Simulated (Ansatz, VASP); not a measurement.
Mo6H: VASP beside Ansatz

```
CELL_PARAMETERS angstrom
3.17894 0.01887 -0.02621
0.01887 3.17652 0.01163
-0.07977 0.03541 9.61417
ATOMIC_POSITIONS crystal
H 0.98765 0.01036 0.98919
Mo 0.46824 0.98958 0.58750
Mo 0.99537 0.49329 0.42208
Mo 0.00985 0.49671 0.09628
Mo 0.51035 0.00695 0.90280
Mo 0.00428 0.48617 0.75134
Mo 0.52426 0.01693 0.25081
```

Change from the starting cell: cell x1, atoms moved at random (sigma 0.05 Å) and cell strained at random (1.5 %), then relaxed without symmetry.

Alike in both runs: task relaxation of cell and atoms; functional PBE; k mesh 6 × 6 × 2; occupations gaussian, width 0.2 eV; no spin polarisation.

|  | VASP | Ansatz |
| --- | --- | --- |
| version | VASP 6.6.1 | Ansatz 0.2.0 |
| potentials or method | VASP PAW PBE potentials, release 64 (H, Mo_sv), cutoff 600 eV | scalar-relativistic, plane waves, PAW |
| valence electrons in the cell | 85 | 85 |

VASP gave:

```
gap on the k mesh at the Fermi level, each at its own relaxed structure (eV) : none
relaxed volume (Å³/atom)                                                     : 14.01
relaxed length of the cell vector where the two differ most in proportion (Å)              : 3.185
```

Task: Estimate Ansatz's values.

Result: gap on the k mesh at the Fermi level, each at its own relaxed structure (eV): none; relaxed volume (Å³/atom): 13.99; relaxed length of the cell vector where the two differ most in proportion (Å): 3.182.

A gap of «none» marks a metal or a gap that the smearing closes.
